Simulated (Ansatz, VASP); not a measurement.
**ZrC3: VASP beside Ansatz**

File INCAR:

```
PREC = Accurate ; ENCUT = 600
EDIFF = 1E-7 ; ISMEAR = 0
SIGMA = 0.1 ; LREAL = False
LASPH = True ; NELM = 120
ALGO = Normal ; ISIF = 3
LWAVE = False ; LCHARG = False
GGA = PE ; IBRION = 2
NSW = 90 ; EDIFFG = -0.04
GGA_COMPAT = False ; NELMIN = 4
```

The input KPOINTS:

```
regular mesh
0
Gamma
  6 6 4
```

File POSCAR:

```
ZrC3
1.0
    3.5465272883      0.0000000000      0.0000000000
   -1.7732636441      3.0713827269      0.0000000000
    0.0000000000      0.0000000000      3.7429915258
Zr C
1 3
Direct
    0.0000000000      0.0000000000      0.0000000000
    0.0000000000      0.0000000000      0.5000000000
    0.3333333333      0.6666666667      0.0000000000
    0.6666666667      0.3333333333      0.0000000000
```

Input for Ansatz:

```yaml
crystal:
  lattice:
    - [3.5465272883, 0.0, 0.0]
    - [-1.7732636441, 3.0713827269, 0.0]
    - [0.0, 0.0, 3.7429915258]
  atoms:
    - { symbol: Zr, position: [0.0, 0.0, 0.0] }
    - { symbol: C, position: [0.0, 0.0, 0.5] }
    - { symbol: C, position: [0.3333333333, 0.6666666667, 0.0] }
    - { symbol: C, position: [0.6666666667, 0.3333333333, 0.0] }
basis:
  ecutwfc: 420
kpoints:
  mp_grid: { grid: [6, 6, 4] }
hamiltonian:
  xc: pbe
scf:
  occupations: { method: gaussian, width: 0.1 }
  lower_state_search: "off"
output:
  forces: true
  stress: true
  eigenvalues: true
relax:
  adjacent_minimum: "off"
  f_tol: 0.04
  max_steps: 70
  cell: { stress_tol: 0.4 }
```

Alike in both runs: task relaxation of cell and atoms; functional PBE; k mesh 6 × 6 × 4; occupations gaussian, width 0.1 eV; no spin polarisation.

|  | VASP | Ansatz |
| --- | --- | --- |
| version | VASP 6.6.1 | Ansatz 0.2.0 |
| potentials or method | VASP PAW PBE potentials, release 64 (Zr_sv, C), cutoff 600 eV | scalar-relativistic, plane waves, PAW |
| valence electrons in the cell | 24 | 24 |

Ansatz gave:

| Item | Value |
| --- | --- |
| gap on the k mesh at the Fermi level, each at its own relaxed structure (eV) | none |
| relaxed volume (Å³/atom) | 15.32 |
| relaxed cell length with the largest relative difference (Å) | 4.017 |

**Question.** Which values does VASP return?

**Answer.** gap on the k mesh at the Fermi level, each at its own relaxed structure (eV): none; relaxed volume (Å³/atom): 15.35; relaxed cell length with the largest relative difference (Å): 4.019.

A gap of «none» marks a metal or a gap that the smearing closes.

The k mesh is coarse, so the values compare programs but aren't converged. Noted on VASP's run: the volume moved by over 15 % at a fixed basis, so the end points are rough.
